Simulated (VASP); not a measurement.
# BP in VASP: further runs, part 2 of 2

VASP 6.6.1. Earlier steps stand in the parts before.

### 3 Single point, PBE (strain +0.080 along x and y, +0.080 along z)

INCAR

```
SYSTEM = BP
  PREC = Accurate
  ENCUT = 520
  EDIFF = 1E-6
  ISMEAR = 0
  SIGMA = 0.05
  LREAL = .FALSE.
  LASPH = .TRUE.
  NELM = 60
  ALGO = Normal
  ISIF = 2
  LWAVE = .FALSE.
  LCHARG = .TRUE.
  GGA = PE
  LELF = .TRUE.
  LVHAR = .TRUE.
  NBANDS = 11
```

KPOINTS

```
Automatic mesh
0
G
  10 10 10
  0 0 0
```

POSCAR

```
BP
1.0
    0.0000000000      2.4505200000      2.4505200000
    2.4505200000      0.0000000000      2.4505200000
    2.4505200000      2.4505200000      0.0000000000
B P
1 1
Direct
    0.0000000000      0.0000000000      0.0000000000
    0.7500000000      0.7500000000      0.7500000000
```

Potentials or basis: VASP PAW PBE potentials, release 64 (B, P).

Launch:

```bash
$ cat potpaw_PBE.64/B/POTCAR potpaw_PBE.64/P/POTCAR > POTCAR
$ mpirun -np 1 vasp_std > vasp.out
```

OUTCAR:

```text
SYSTEM = BP
   PREC = Accurate
   ENCUT = 520
   EDIFF = 1E-6
   ISMEAR = 0
   LREAL = .FALSE.
   LASPH = .TRUE.
   NELM = 60
   ISIF = 2
   GGA = PE

 ion  position               nearest neighbor table
   1  0.000  0.000  0.000-   2 2.12   2 2.12   2 2.12   2 2.12
   2  0.750  0.750  0.750-   1 2.12   1 2.12   1 2.12   1 2.12

  LATTYP: Found a face centered cubic cell.
 ALAT       =     4.9010400000

  Lattice vectors:

 A1 = (   0.0000000000,   2.4505200000,   2.4505200000)
 A2 = (   2.4505200000,   0.0000000000,   2.4505200000)
 A3 = (   2.4505200000,   2.4505200000,   0.0000000000)

Analysis of symmetry for initial positions (statically):
=====================================================================
 Subroutine PRICEL returns:
 Original cell was already a primitive cell.

 Routine SETGRP: Setting up the symmetry group for a
 face centered cubic supercell.

 Subroutine GETGRP returns: Found 24 space group operations
 (whereof 24 operations were pure point group operations)
 out of a pool of 48 trial point group operations.

The static configuration has the point symmetry T_d .

Analysis of symmetry for dynamics (positions and initial velocities):
[... 167 lines left out ...]
 k-point     1 :       0.0000    0.0000    0.0000
  band No.  band energies     occupation
      1      -8.6388      2.00000
      2       4.9129      2.00000
      3       4.9129      2.00000
      4       4.9129      2.00000
      5       8.0522      0.00000
      6       8.0522      0.00000
      7       8.0522      0.00000
      8       9.0653      0.00000
      9      15.0670      0.00000
     10      16.4443      0.00000
     11      16.4443      0.00000
[... 309 lines left out ...]
 k-point    24 :       0.4000    0.3000    0.0000
  band No.  band energies     occupation
      1      -6.2878      2.00000
      2      -0.7593      2.00000
      3       1.6895      2.00000
      4       2.0966      2.00000
      5       6.8768      0.00000
      6       8.4987      0.00000
      7      12.8351      0.00000
      8      13.0135      0.00000
      9      16.4505      0.00000
     10      18.9860      0.00000
     11      19.1300      0.00000

 [... further k-points ...]
[... 5 lines left out ...]
  --------------------------------------------------------------------------------------
  -------------------------------------------------------------------------------------
  Total       -4.3129283     -4.3129283     -4.3129283     -0.0000000      0.0000000      0.0000000
  in kB     -234.7891759   -234.7891759   -234.7891759     -0.0000000      0.0000000      0.0000000
  external PRESSURE =    -234.7891759 kB  Pullay stress =       0.0000000 kB

 VOLUME and BASIS-vectors are now :
 -----------------------------------------------------------------------------
  energy-cutoff  :      520.00
  volume of cell :       29.43
      direct lattice vectors                 reciprocal lattice vectors
     0.000000000  2.450520000  2.450520000    -0.204038327  0.204038327  0.204038327
     2.450520000  0.000000000  2.450520000     0.204038327 -0.204038327  0.204038327
     2.450520000  2.450520000  0.000000000     0.204038327  0.204038327 -0.204038327

 POSITION                                       TOTAL-FORCE (eV/Angst)
 -----------------------------------------------------------------------------------
      0.00000      0.00000      0.00000        -0.000000     -0.000000     -0.000000
      3.67578      3.67578      3.67578         0.000000      0.000000      0.000000
 -----------------------------------------------------------------------------------
    total drift:                               -0.000000     -0.000000     -0.000000

  FREE ENERGIE OF THE ION-ELECTRON SYSTEM (eV)
  ---------------------------------------------------
  free  energy   TOTEN  =       -12.4088799092 eV

  energy  without entropy=      -12.4088799092  energy(sigma->0) =      -12.40887991
```

OSZICAR:

```text
N       E                     dE             d eps       ncg     rms          rms(c)
DAV:   1     0.963682252513E+01    0.96368E+01   -0.37978E+03  1034   0.641E+02
DAV:   2    -0.120361319144E+02   -0.21673E+02   -0.20782E+02  1389   0.101E+02
DAV:   3    -0.127193862064E+02   -0.68325E+00   -0.68183E+00  1331   0.163E+01
DAV:   4    -0.127227395834E+02   -0.33534E-02   -0.33530E-02  1161   0.134E+00
DAV:   5    -0.127227650160E+02   -0.25433E-04   -0.25433E-04  1250   0.118E-01    0.513E+00
DAV:   6    -0.124505919406E+02    0.27217E+00   -0.78996E-01  1142   0.333E+00    0.283E+00
DAV:   7    -0.124128886946E+02    0.37703E-01   -0.77916E-02  1281   0.147E+00    0.106E+00
DAV:   8    -0.124082934581E+02    0.45952E-02   -0.16804E-02  1174   0.712E-01    0.108E-01
DAV:   9    -0.124086768712E+02   -0.38341E-03   -0.78001E-04  1178   0.161E-01    0.510E-02
DAV:  10    -0.124088671158E+02   -0.19024E-03   -0.22274E-04  1164   0.922E-02    0.228E-02
DAV:  11    -0.124088786923E+02   -0.11577E-04   -0.12488E-05  1314   0.232E-02    0.152E-02
DAV:  12    -0.124088799716E+02   -0.12793E-05   -0.27362E-06  1112   0.879E-03    0.452E-03
DAV:  13    -0.124088799092E+02    0.62384E-07   -0.45775E-08   571   0.152E-03
   1 F= -.12408880E+02 E0= -.12408880E+02  d E =-.638888E-19
```

Run time: 26 s. Hardware: 1 thread of AMD EPYC 7R13, shared host; peak memory 0.12 GiB.

What came out:

```yaml
Free_energy: -12.4089 eV
Pressure: -23.5 GPa
Band_gap_on_the_k_mesh: 1.52 eV, indirect (least direct gap 3.14 eV)
```

Caveat: the cell differs from its parent crystal (strain +0.080 along x and y, +0.080 along z).

### 4 Single point, PBE (strain -0.040 along x and y, +0.000 along z)

INCAR

```
SYSTEM = BP
PREC = Accurate ; ENCUT = 520
EDIFF = 1E-7 ; ISMEAR = 0
SIGMA = 0.05 ; LREAL = .False.
LASPH = .True. ; NELM = 100
ALGO = Normal ; ISIF = 2
LWAVE = .False. ; LCHARG = .False.
GGA = PE ; NBANDS = 11
```

KPOINTS

```
regular mesh
0
Gamma
  10 10 10
  0 0 0
```

POSCAR

```
BP
1.0
    0.0000000000      2.1782400000      2.2690000000
    2.1782400000      0.0000000000      2.2690000000
    2.1782400000      2.1782400000      0.0000000000
B P
1 1
Direct
    0.0000000000      0.0000000000      0.0000000000
    0.7500000000      0.7500000000      0.7500000000
```

Launch:

```bash
$ cat potpaw_PBE.64/B/POTCAR potpaw_PBE.64/P/POTCAR > POTCAR
$ mpirun -np 1 vasp_std > vasp.out
```

Run time: 42 s. Hardware: 1 thread of AMD EPYC 7R13, shared host; peak memory 0.12 GiB.

The run converged. Its results:

| Quantity | Value |
| --- | --- |
| Free energy | -12.8129 eV |
| Pressure | 16.6 GPa |
| Band gap on the k mesh | 0.81 eV, indirect (least direct gap 3.33 eV) |

Stress tensor (GPa, compression positive):
```
20.70  0.00  0.00
 0.00 20.70  0.00
 0.00  0.00  8.37
```

Levels at points of the mesh, in eV from the valence-band top:
| k point | band 1 | band 2 | band 3 | band 4 | band 5 | band 6 | band 7 | band 8 |
| --- | --- | --- | --- | --- | --- | --- | --- | --- |
| (0.00, 0.00, 0.00) | -16.35 | -0.44 | 0.00 | 0.00 | 3.33 | 3.33 | 3.54 | 8.47 |
| (0.50, 0.00, 0.00) | -12.70 | -9.78 | -2.29 | -1.71 | 3.75 | 4.79 | 4.85 | 10.28 |
| (0.50, 0.50, 0.00) | -11.35 | -9.42 | -4.25 | -4.25 | 1.33 | 1.86 | 12.78 | 12.78 |
| (0.50, 0.00, 0.50) | -10.91 | -9.02 | -4.75 | -4.66 | 0.87 | 1.24 | 12.17 | 13.19 |

Caveat: the cell differs from its parent crystal (strain -0.040 along x and y, +0.000 along z).

### 5 Overview

```csv
cell,gap on the mesh (eV),pressure (GPa)
"a = 3.080 Å, angles 60.0°, 2 atoms",1.07,26.3
"a = 3.466 Å, angles 60.0°, 2 atoms",1.52,-23.5
"a = 3.145, b = 3.145, c = 3.080 Å, angles 60.7, 60.7, 58.6°, 2 atoms",0.81,16.6
```

Alike in all rows: task single point; level PBE; potentials or basis VASP PAW PBE potentials, release 64 (B, P); no spin polarisation; k mesh 10 × 10 × 10; cutoff (eV) 520; smearing gaussian 0.05 eV.

Total energies depend on the potentials used, so only differences within one code and one set of settings carry meaning.
